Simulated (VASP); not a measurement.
Crystal: Ru.

```
Ru
1.0
     1.63987    0.94678    3.04094
    -1.63987    0.94678    3.04094
     0.00000   -1.89356    3.04094
Ru
2
Direct
  0.22754 0.22754 0.22754
  0.77246 0.77246 0.77246
```

| Item | Value |
| --- | --- |
| Program | VASP 6.6.1 |
| Task | relaxation of cell and atoms |
| Functional | PBEsol |
| Potentials or basis | VASP PAW PBE potentials, release 64 (Ru_pv) |
| Cutoff | 600 eV |
| k mesh | 6 × 6 × 6 |
| Occupations | gaussian, width 0.1 eV |
| Spin | no spin polarisation |

At the start: pressure 49.9 GPa; volume 14.16 Å³/atom.

Task: Where does the relaxation end?

Result: Over 24 steps the energy falls by 443.9 meV/atom and the volume is 15.36 Å³/atom (+8.4 %); space group R-3m (No. 166, to 0.05 Å).

The path:
| step | energy change (eV) | largest force (eV/Å) | pressure (GPa) | volume (Å³) |
| --- | --- | --- | --- | --- |
| 1 | 0.0000 | 3.7728 | 49.93 | 28.33 |
| 2 | 4.8323 | 0.4344 | -31.59 | 50.43 |
| 3 | 0.2702 | 1.0337 | -31.48 | 39.00 |
| 4 | -0.6015 | 0.4045 | -15.98 | 34.29 |
| 5 | -0.7126 | 0.5580 | 1.84 | 31.75 |
| 6 | -0.7183 | 0.3157 | -2.35 | 32.24 |
| 7 | -0.7184 | 0.3551 | -1.74 | 32.16 |
| 8 | -0.7726 | 0.4146 | 0.03 | 31.58 |
| 9 | -0.8344 | 0.3032 | 10.05 | 29.73 |
| 10 | -0.8480 | 0.1671 | 8.77 | 29.80 |
| 11 | -0.8702 | 0.2104 | 5.27 | 30.01 |
| 12 | -0.8715 | 0.3018 | 4.31 | 30.07 |
| 13 | -0.8766 | 0.2689 | 3.06 | 30.23 |
| 14 | -0.8834 | 0.1716 | -0.53 | 30.72 |
| 15 | -0.8841 | 0.1421 | -0.30 | 30.71 |
| 16 | -0.8855 | 0.0571 | 0.27 | 30.66 |
| 17 | -0.8851 | 0.1127 | 1.46 | 30.57 |
| 18 | -0.8858 | 0.0097 | 0.73 | 30.63 |
| 19 | -0.8865 | 0.0221 | 0.06 | 30.71 |
| 20 | -0.8867 | 0.0295 | -0.54 | 30.79 |
| 21 | -0.8871 | 0.0379 | -0.35 | 30.76 |
| 22 | -0.8877 | 0.0495 | 0.07 | 30.70 |
| 23 | -0.8877 | 0.0518 | 0.17 | 30.68 |
| 24 | -0.8878 | 0.0231 | -0.24 | 30.72 |

Final structure:
```
Ru
1.0
     1.82333    1.05270    2.66737
    -1.82333    1.05270    2.66737
     0.00000   -2.10540    2.66737
Ru
2
Direct
  0.23957 0.23957 0.23957
  0.76043 0.76043 0.76043
```

Caveat: the k points lie up to 0.36 Å⁻¹ apart in the final cell; the PAW data sets were made with another functional, which shifts forces and pressure a little.
